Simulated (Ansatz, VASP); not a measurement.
## Two plane-wave programs on Be2H

```xyz
3
Lattice="2.4279 0.0000 0.0000 -1.2139 2.1026 0.0000 0.0000 0.0000 4.2337" Properties=species:S:1:pos:R:3 pbc="T T T"
Be    0.0000    1.4017    0.9617
Be    1.2139    0.7009    3.2720
H     0.0000    0.0000    0.0000
```

Change from the starting cell: species swapped into the FeI2 type (P-3m1, No. 164).

Alike in both runs: task relaxation of cell and atoms; functional PBE; k mesh 9 × 9 × 4; occupations gaussian, width 0.1 eV; no spin polarisation.

```csv
,VASP,Ansatz
version,VASP 6.6.1,Ansatz 0.2.0
potentials or method,"VASP PAW PBE potentials, release 64 (Be, H_h), cutoff 910 eV","scalar-relativistic, plane waves, PAW"
valence electrons in the cell,5,5
```

```tsv
	VASP	Ansatz	Ansatz less VASP
gap on the k mesh at the Fermi level, each at its own relaxed structure (eV)	none	none	-
relaxed volume (Å³/atom)	6.74	6.64	-0.095
relaxed cell length with the largest relative difference (Å)	4.651	4.069	-0.5824
```

A gap of «none» marks a metal or a gap that the smearing closes. One of these differences is far larger than is usual between the two programs; its cause wasn't traced.

The k mesh is coarse, so the values compare programs but aren't converged.
